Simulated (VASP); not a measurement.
# Be2H3 (R-3m) in VASP: a series of runs

Be2H3 is run at these levels: PBE; tasks: single point, relaxation of cell and atoms.

Program: VASP 6.6.1. These are calculated values, not measurements. Logs are shortened: lines on timing, memory, paths and dates and some standing lists are left out, and cuts for length are marked.

### Step 1. The cell of the first run

It takes space group R-3m (No. 166, trigonal). The conventional cell has a = 3.535 Å, b = 3.535 Å, c = 7.739 Å, α = 90.00°, β = 90.00°, γ = 120.00°. Be (site symmetry -3m) has 6 H at 1.64 Å within 2.2 Å. Be (site symmetry -3m) has 6 H at 1.77 Å within 2.3 Å. H (site symmetry 2/m) has 4 Be at 1.64 to 1.77 Å and 4 H at 1.77 Å within 2.2 Å.

The cell was built from a structure type or drawn by symmetry, and may not be a known phase.

### Step 2. Single point, PBE

Input file INCAR:

```
SYSTEM = Be2H3
PREC = Accurate ; ENCUT = 520
EDIFF = 1E-6 ; ISMEAR = 0
SIGMA = 0.1 ; LREAL = .False.
LASPH = .True. ; NELM = 60
ALGO = Normal ; ISIF = 2
LWAVE = .False. ; LCHARG = .False.
GGA = PE ; NBANDS = 12
```

Input file KPOINTS:

```
regular mesh
0
Gamma
  6 6 6
  0 0 0
```

Input file POSCAR:

```
Be2H3
1.0
    1.7675387898      1.0204889961      2.5795882231
   -1.7675387898      1.0204889961      2.5795882231
    0.0000000000     -2.0409779922      2.5795882231
Be H
2 3
Direct
    0.0000000000      0.0000000000      0.0000000000
    0.5000000000      0.5000000000      0.5000000000
    0.0000000000      0.0000000000      0.5000000000
    0.5000000000      0.0000000000      0.0000000000
    0.0000000000      0.5000000000      0.0000000000
```

Potentials or basis: VASP PAW PBE potentials, release 64 (Be, H).

Started as:

```console
$ cat potpaw_PBE.64/Be/POTCAR potpaw_PBE.64/H/POTCAR > POTCAR
$ mpirun -np 1 vasp_std > vasp.out
```

OUTCAR:

```text
SYSTEM = Be2H3
   PREC = Accurate
   ENCUT = 520
   EDIFF = 1E-6
   ISMEAR = 0
   LREAL = .False.
   LASPH = .True.
   NELM = 60
   ISIF = 2
   GGA = PE

 ion  position               nearest neighbor table
   1  0.000  0.000  0.000-
   2  0.500  0.500  0.500-
   3  0.000  0.000  0.500-
   4  0.500  0.000  0.000-
   5  0.000  0.500  0.000-

  LATTYP: Found a trigonal (rhomboedric) cell.
 ALAT       =     3.2893565580
 COS(alpha) =     0.4225079663

  Lattice vectors:

 A1 = (   1.7675387898,   1.0204889961,   2.5795882231)
 A2 = (  -1.7675387898,   1.0204889961,   2.5795882231)
 A3 = (   0.0000000000,  -2.0409779922,   2.5795882231)

Analysis of symmetry for initial positions (statically):
=====================================================================
 Subroutine PRICEL returns:
 Original cell was already a primitive cell.

 Routine SETGRP: Setting up the symmetry group for a
 trigonal (rhombohedral) supercell.

 Subroutine GETGRP returns: Found 12 space group operations
 (whereof 12 operations were pure point group operations)
 out of a pool of 12 trial point group operations.

The static configuration has the point symmetry D_3d.

Analysis of symmetry for dynamics (positions and initial velocities):
=====================================================================
 Subroutine PRICEL returns:
 Original cell was already a primitive cell.

 Routine SETGRP: Setting up the symmetry group for a
 trigonal (rhombohedral) supercell.

 Subroutine GETGRP returns: Found 12 space group operations
 (whereof 12 operations were pure point group operations)
 out of a pool of 12 trial point group operations.

The dynamic configuration has the point symmetry D_3d.

 Subroutine INISYM returns: Found 12 space group operations
 (whereof 12 operations are pure point group operations),
 and found     1 'primitive' translations

----------------------------------------------------------------------------------------

                                     Primitive cell

  volume of cell :      27.9177

  direct lattice vectors                    reciprocal lattice vectors
     1.767538790  1.020488996  2.579588223     0.282879223  0.163320396  0.129219590
    -1.767538790  1.020488996  2.579588223    -0.282879223  0.163320396  0.129219590
     0.000000000 -2.040977992  2.579588223     0.000000000 -0.326640791  0.129219590

  length of vectors
     3.289356558  3.289356558  3.289356558     0.351271845  0.351271845  0.351271845

[... 99 lines left out ...]
   EMIN   =  10.00;   EMAX   =-10.00  energy-range for DOS
   EFERMI =   0.00;   METHOD = LEGACY
   ISMEAR =     0;   SIGMA  =   0.10  broadening in eV -4-tet -1-fermi 0-gaus
   EFERMI_NEDOS =   21; number of points for ismear=-14 and -15
   IALGO  =     38    algorithm
   IMIX   =      4    mixing-type and parameters
     AMIX     =   0.40;   BMIX     =  1.00
     AMIX_MAG =   1.60;   BMIX_MAG =  1.00
  volume/ion in A,a.u.               =       5.58        37.68
  Fermi-wavevector in a.u.,A,eV,Ry     =   1.032320  1.950803 14.499532  1.065686
  Thomas-Fermi vector in A             =   2.166512
   LORBIT       =      0    0 simple, 1 ext, 2 COOP (PROOUT), +10 PAW based schemes
   GGA     = PE    functional components
   LHFCALC =     F    Hartree Fock is set to
   AEXX    =    0.0000 exact exchange contribution
   IVDW    =     0    specifies the selected vdW correction
   LEPSILON=     F    determine dielectric tensor
   LRPA    =     F    only Hartree local field effects (RPA)
 non-spin polarized calculation
 Gauss-broadening in eV      SIGMA  =   0.10
  energy-cutoff  :      520.00
  volume of cell :       27.92
 maximum number of plane-waves:       771
   NGX = 13   NGY = 13   NGZ = 13

 number of electron       6.9999998 magnetization

 Free energy of the ion-electron system (eV)
  ---------------------------------------------------
  ext. energy  EPLUGINS =         0.00000000
  ---------------------------------------------------
  free energy    TOTEN  =       -15.29994528 eV

  energy without entropy =      -15.29640020  energy(sigma->0) =      -15.29817274

 E-fermi :   4.4309     XC(G=0): -10.1337

 val. band max:        4.4093061241   @ k =   0.3333   0.1667   0.1667
 cond. band min:       4.5857676968   @ k =  -0.3333   0.1667   0.1667
 fundamental gap:      0.1764615727
 Fermi energy:         4.4308578647

 k-point     1 :       0.0000    0.0000    0.0000
  band No.  band energies     occupation
      1      -8.3498      2.00000
      2       5.0970      0.00000
      3       5.0970      0.00000
      4       6.5779      0.00000
      5       6.5779      0.00000
      6       7.9828      0.00000
      7      10.9995      0.00000
      8      13.4553      0.00000
      9      13.9981      0.00000
     10      13.9981      0.00000
     11      15.7759      0.00000
     12      17.5910      0.00000
[... 331 lines left out ...]
 k-point    24 :      -0.3333    0.5000    0.1667
  band No.  band energies     occupation
      1      -4.1715      2.00000
      2      -2.5107      2.00000
      3      -0.2696      2.00000
      4       2.5966      2.00000
      5       7.7760      0.00000
      6      10.4261      0.00000
      7      12.4079      0.00000
      8      15.0122      0.00000
      9      16.9834      0.00000
     10      17.9089      0.00000
     11      20.2473      0.00000
     12      22.6192      0.00000

 [... further k-points ...]

------------------------ aborting loop because EDIFF is reached ----------------------------------------

  FORCE on cell =-STRESS in cart. coord.  units (eV):
  Direction    XX          YY          ZZ          XY          YZ          ZX
  --------------------------------------------------------------------------------------
  -------------------------------------------------------------------------------------
  Total       -0.0631786     -0.0631786      0.0248221      0.0000000      0.0000000      0.0000000
  in kB       -3.6257816     -3.6257816      1.4245255      0.0000000      0.0000000      0.0000000
  external PRESSURE =      -1.9423459 kB  Pullay stress =       0.0000000 kB

 VOLUME and BASIS-vectors are now :
 -----------------------------------------------------------------------------
  energy-cutoff  :      520.00
  volume of cell :       27.92
      direct lattice vectors                 reciprocal lattice vectors
     1.767538790  1.020488996  2.579588223     0.282879223  0.163320396  0.129219590
    -1.767538790  1.020488996  2.579588223    -0.282879223  0.163320396  0.129219590
     0.000000000 -2.040977992  2.579588223     0.000000000 -0.326640791  0.129219590

 POSITION                                       TOTAL-FORCE (eV/Angst)
 -----------------------------------------------------------------------------------
      0.00000      0.00000      0.00000        -0.000000     -0.000000      0.000000
      0.00000      0.00000      3.86938        -0.000000      0.000000     -0.000000
      0.00000     -1.02049      1.28979         0.000000      0.000000     -0.000000
      0.88377      0.51024      1.28979        -0.000000     -0.000000      0.000000
     -0.88377      0.51024      1.28979        -0.000000     -0.000000      0.000000
 -----------------------------------------------------------------------------------
    total drift:                               -0.000000     -0.000000      0.000000

  FREE ENERGIE OF THE ION-ELECTRON SYSTEM (eV)
  ---------------------------------------------------
  free  energy   TOTEN  =       -15.2999452826 eV

  energy  without entropy=      -15.2964002011  energy(sigma->0) =      -15.29817274
```

stdout:

```text
POSCAR found type information on POSCAR BeH
 POSCAR found :  2 types and       5 ions
 scaLAPACK will be used
 LDA part: xc-table for (Slater+PW92), standard interpolation
 POSCAR, INCAR and KPOINTS ok, starting setup
 FFT: planning ... GRIDC
 FFT: planning ... GRID_SOFT
 FFT: planning ... GRID
 WAVECAR not read
 entering main loop
```

It took 4.3 s on 1 thread of Intel Xeon 6975P-C (Granite Rapids), shared host; peak memory 0.13 GiB.

What came out:

- Free energy: -15.2999 eV
- Pressure: -0.2 GPa
- Band gap on the k mesh: zero (an odd number of electrons rules out a gap without spin polarisation)

Stress tensor (GPa, compression positive):
```
-0.36  0.00  0.00
 0.00 -0.36  0.00
 0.00  0.00  0.14
```

Caveat: the k points lie up to 0.37 Å⁻¹ apart, too coarse for converged energies and pressures of a metal.

### Step 3. Single point, PBE

This run uses another cell than the first one, of 6.54 Å³/atom.

Input file INCAR:

```
SYSTEM = Be2H3
  PREC = Accurate
  ENCUT = 520
  EDIFF = 1E-6
  ISMEAR = 0
  SIGMA = 0.1
  LREAL = .FALSE.
  LASPH = .TRUE.
  NELM = 100
  ALGO = Normal
  ISIF = 2
  LWAVE = .FALSE.
  LCHARG = .FALSE.
  GGA = PE
  NBANDS = 12
```

Input file KPOINTS:

```
regular mesh
0
G
  6 6 6
  0 0 0
```

Edit POSCAR of step 2 so:

```diff
@@ -2,5 +2,5 @@
 1.0
-    1.7675387898      1.0204889961      2.5795882231
-   -1.7675387898      1.0204889961      2.5795882231
-    0.0000000000     -2.0409779922      2.5795882231
+    1.9449381700      1.1229105800      2.4948274400
+   -1.9449381700      1.1229105800      2.4948274400
+    0.0000000000     -2.2458211600      2.4948274400
 Be H
```

Potentials or basis: VASP PAW PBE potentials, release 64 (Be, H).

Started as:

```console
$ cat potpaw_PBE.64/Be/POTCAR potpaw_PBE.64/H/POTCAR > POTCAR
$ mpirun -np 1 vasp_std > vasp.out
```

Wall time 8 s (1 thread of Intel Xeon 6975P-C (Granite Rapids), shared host); peak memory 0.15 GiB.

The run converged. Its results:

- Free energy: -14.9104 eV
- Pressure: -11.4 GPa
- Band gap on the k mesh: zero (an odd number of electrons rules out a gap without spin polarisation)

Stress tensor (GPa, compression positive):
```
-17.06   0.00   0.00
  0.00 -17.06   0.00
  0.00   0.00   0.01
```

Levels at points of the mesh, in eV from the Fermi level:
| k point | band 1 | band 2 | band 3 | band 4 | band 5 | band 6 |
| --- | --- | --- | --- | --- | --- | --- |
| (0.00, 0.00, 0.00) | -12.11 | -0.61 | -0.61 | 0.96 | 0.96 | 2.94 |
| (0.50, 0.00, 0.00) | -9.41 | -8.21 | -1.52 | 1.16 | 3.11 | 4.02 |
| (0.50, 0.50, 0.00) | -8.35 | -6.59 | -5.17 | -0.42 | -0.17 | 3.40 |
| (0.50, 0.50, 0.50) | -9.09 | -3.97 | -3.13 | -3.13 | 1.10 | 1.10 |

Caveat: the cell stands under tension.

### Step 4. Relaxation of cell and atoms, PBE

This run uses another cell than the first one, of 6.54 Å³/atom.

Input file INCAR:

```
SYSTEM = Be2H3
ALGO = Normal
EDIFF = 1E-6
EDIFFG = -0.04
ENCUT = 600
GGA = PE
IBRION = 2
ISIF = 3
ISMEAR = 0
LASPH = .TRUE.
LCHARG = .FALSE.
LREAL = .FALSE.
LWAVE = .FALSE.
NELM = 80
NSW = 90
PREC = Accurate
SIGMA = 0.1
```

Input file KPOINTS:

```
k-points
0
G
  6 6 6
  0 0 0
```

POSCAR is that of step 3.

Started as:

```console
$ cat potpaw_PBE.64/Be/POTCAR potpaw_PBE.64/H/POTCAR > POTCAR
$ mpirun -np 1 vasp_std > vasp.out
```

It took 26 s on 1 thread of Intel Xeon 6975P-C (Granite Rapids), shared host; peak memory 0.15 GiB.

Results (log left out):

* Free energy: -15.3022 eV
* Relaxed volume: 5.57 Å³/atom
* Relaxed cell: a = 3.289 Å, b = 3.289 Å, c = 3.289 Å, α = 64.85°, β = 64.85°, γ = 64.85°
* Space group after relaxing (to 0.1 Å): R-3m (No. 166)
* Energy gained by relaxing: 78.1 meV/atom
* Ionic steps: 9
* Pressure after relaxing: 0.3 GPa
* Band gap on the k mesh: zero (an odd number of electrons rules out a gap without spin polarisation)

Stress tensor (GPa, compression positive):
```
0.40 0.00 0.00
0.00 0.40 0.00
0.00 0.00 0.10
```

Step by step:
```
step  energy change (eV)  largest force (eV/Å)  pressure (GPa)  volume (Å³)
   1              0.0000                0.0000          -11.26        32.69
   2             -0.2035                0.0000           -7.36        30.55
   3             -0.3429                0.0000           -1.46        28.28
   4             -0.1777                0.0000           18.88        24.00
   5             -0.3663                0.0000            2.55        27.16
   6             -0.3664                0.0000            2.98        27.05
   7             -0.3853                0.0000            1.95        27.35
   8             -0.3892                0.0000            1.27        27.57
   9             -0.3907                0.0000            0.30        27.83
```

Final structure:
```
CELL_PARAMETERS angstrom
1.76374 1.01830 2.58283
-1.76374 1.01830 2.58283
0.00000 -2.03660 2.58283
ATOMIC_POSITIONS crystal
Be 0.00000 0.00000 0.00000
Be 0.50000 0.50000 0.50000
H 0.00000 0.00000 0.50000
H 0.50000 0.00000 0.00000
H 0.00000 0.50000 0.00000
```

Levels at points of the mesh, in eV from the Fermi level:
| k point | band 2 | band 3 | band 4 | band 5 | band 6 | band 7 |
| --- | --- | --- | --- | --- | --- | --- |
| (0.00, 0.00, 0.00) | 0.71 | 0.71 | 2.19 | 2.19 | 3.57 | 6.59 |
| (0.50, 0.00, 0.00) | -8.23 | -1.07 | 1.63 | 4.00 | 4.42 | 8.73 |
| (0.50, 0.50, 0.00) | -6.57 | -4.30 | -0.63 | 1.16 | 3.51 | 10.61 |
| (0.50, 0.50, 0.50) | -4.56 | -1.66 | -1.66 | 2.56 | 2.56 | 6.54 |

### Step 5. Single point, PBE

Input file INCAR:

```
SYSTEM = Be2H3
ALGO = Normal
EDIFF = 1E-6
ENCUT = 520
GGA = PE
ISIF = 2
ISMEAR = 0
LASPH = .TRUE.
LCHARG = .FALSE.
LREAL = .FALSE.
LWAVE = .FALSE.
NBANDS = 12
NELM = 80
PREC = Accurate
SIGMA = 0.1
```

Input file KPOINTS:

```
k-points
0
G
  12 12 12
  0 0 0
```

Edit POSCAR of step 4 so:

```diff
@@ -2,5 +2,5 @@
 1.0
-    1.9449381700      1.1229105800      2.4948274400
-   -1.9449381700      1.1229105800      2.4948274400
-    0.0000000000     -2.2458211600      2.4948274400
+    1.7650782376      1.0190683956      2.5817550752
+   -1.7650782376      1.0190683956      2.5817550752
+    0.0000000000     -2.0381367913      2.5817550752
 Be H
```

Started as:

```console
$ cat potpaw_PBE.64/Be/POTCAR potpaw_PBE.64/H/POTCAR > POTCAR
$ mpirun -np 1 vasp_std > vasp.out
```

Wall time 15 s (1 thread of Intel Xeon 6975P-C (Granite Rapids), shared host); peak memory 0.17 GiB.

It converged, with:

```yaml
Free_energy: -15.3192 eV
Pressure: -0.1 GPa
Band_gap_on_the_k_mesh: zero (an odd number of electrons rules out a gap without spin polarisation)
```

Levels at points of the mesh, in eV from the Fermi level:
| k point | band 1 | band 2 | band 3 | band 4 | band 5 | band 6 | band 7 | band 8 |
| --- | --- | --- | --- | --- | --- | --- | --- | --- |
| (0.00, 0.00, 0.00) | -12.82 | 0.65 | 0.65 | 2.15 | 2.15 | 3.53 | 6.55 | 9.03 |
| (0.50, 0.00, 0.00) | -9.74 | -8.27 | -1.12 | 1.59 | 3.97 | 4.39 | 8.69 | 8.83 |
| (0.50, 0.50, 0.00) | -9.00 | -6.62 | -4.35 | -0.65 | 1.11 | 3.48 | 10.54 | 11.85 |
| (0.50, 0.50, 0.50) | -10.35 | -4.58 | -1.72 | -1.72 | 2.51 | 2.51 | 6.48 | 7.49 |

### Step 6. Relaxation of cell and atoms, PBE

Input file INCAR:

```
  PREC = Accurate
  ENCUT = 600
  EDIFF = 1E-6
  ISMEAR = 0
  SIGMA = 0.1
  LREAL = False
  LASPH = True
  NELM = 60
  ALGO = Normal
  ISIF = 3
  LWAVE = False
  LCHARG = False
  GGA = PE
  IBRION = 2
  NSW = 100
  EDIFFG = -0.01
```

Input file KPOINTS:

```
Automatic mesh
0
Gamma
  12 12 12
```

Edit POSCAR of step 5 so:

```diff
@@ -2,5 +2,5 @@
 1.0
-    1.7650782376      1.0190683956      2.5817550752
-   -1.7650782376      1.0190683956      2.5817550752
-    0.0000000000     -2.0381367913      2.5817550752
+    1.7675387898      1.0204889961      2.5795882231
+   -1.7675387898      1.0204889961      2.5795882231
+    0.0000000000     -2.0409779922      2.5795882231
 Be H
```

Potentials or basis: VASP PAW PBE potentials, release 64 (Be, H).

Started as:

```console
$ cat potpaw_PBE.64/Be/POTCAR potpaw_PBE.64/H/POTCAR > POTCAR
$ mpirun -np 1 vasp_std > vasp.out
```

Wall time 24 s (1 thread of Intel Xeon 6975P-C (Granite Rapids), shared host); peak memory 0.17 GiB.

It converged, with:

* Free energy: -15.3206 eV
* Relaxed volume: 5.58 Å³/atom
* Relaxed cell: a = 3.289 Å, b = 3.289 Å, c = 3.289 Å, α = 64.97°, β = 64.97°, γ = 64.97°
* Space group after relaxing (to 0.1 Å): R-3m (No. 166)
* Energy gained by relaxing: 0.0 meV/atom
* Ionic steps: 2
* Pressure after relaxing: -0.1 GPa
* Band gap on the k mesh: zero (an odd number of electrons rules out a gap without spin polarisation)

Stress tensor (GPa, compression positive):
```
-0.19  0.00  0.00
 0.00 -0.19  0.00
 0.00  0.00  0.08
```

Final structure:
```xyz
5
Lattice="1.7665 1.0199 2.5800 -1.7665 1.0199 2.5800 0.0000 -2.0398 2.5800" Properties=species:S:1:pos:R:3 pbc="T T T"
Be   -1.7665   -1.0199    5.1601
Be    0.0000    0.0000    3.8701
H     1.7665    0.0000    3.8701
H    -0.8833   -0.5099    6.4501
H    -0.8833   -1.5298    3.8701
```

Levels at points of the mesh, in eV from the Fermi level:
```csv
k point,band 1,band 2,band 3,band 4,band 5,band 6,band 7
"(0.00, 0.00, 0.00)",-12.81,0.64,0.64,2.13,2.13,3.53,6.55
"(0.50, 0.00, 0.00)",-9.74,-8.27,-1.12,1.59,3.96,4.39,8.68
"(0.50, 0.50, 0.00)",-9.00,-6.62,-4.36,-0.65,1.09,3.48,10.51
"(0.50, 0.50, 0.50)",-10.34,-4.58,-1.74,-1.74,2.49,2.49,6.46
```

### Step 7. Overview

```csv
task,cell,k mesh,cutoff (eV),gap on the mesh (eV),pressure (GPa),relaxed volume (Å³/atom)
single point,"a = 3.289 Å, angles 65.0°, 5 atoms",6 × 6 × 6,520,none,-0.2,-
single point,"a = 3.357 Å, angles 70.8°, 5 atoms",6 × 6 × 6,520,none,-11.4,-
relaxation of cell and atoms,"relaxed from a = 3.357 Å, angles 70.8°, 5 atoms",6 × 6 × 6,600,none,0.3,5.57
single point,"a = 3.289 Å, angles 64.9°, 5 atoms",12 × 12 × 12,520,none,-0.1,-
relaxation of cell and atoms,"relaxed from a = 3.289 Å, angles 65.0°, 5 atoms",12 × 12 × 12,600,none,-0.1,5.58
```

Alike in all rows: level PBE; potentials or basis VASP PAW PBE potentials, release 64 (Be, H); no spin polarisation; smearing gaussian 0.1 eV.

Caveats: some runs use coarse meshes; the cell stands under tension (at least some runs).

Total energies depend on the potentials used, so only differences within one code and one set of settings carry meaning.
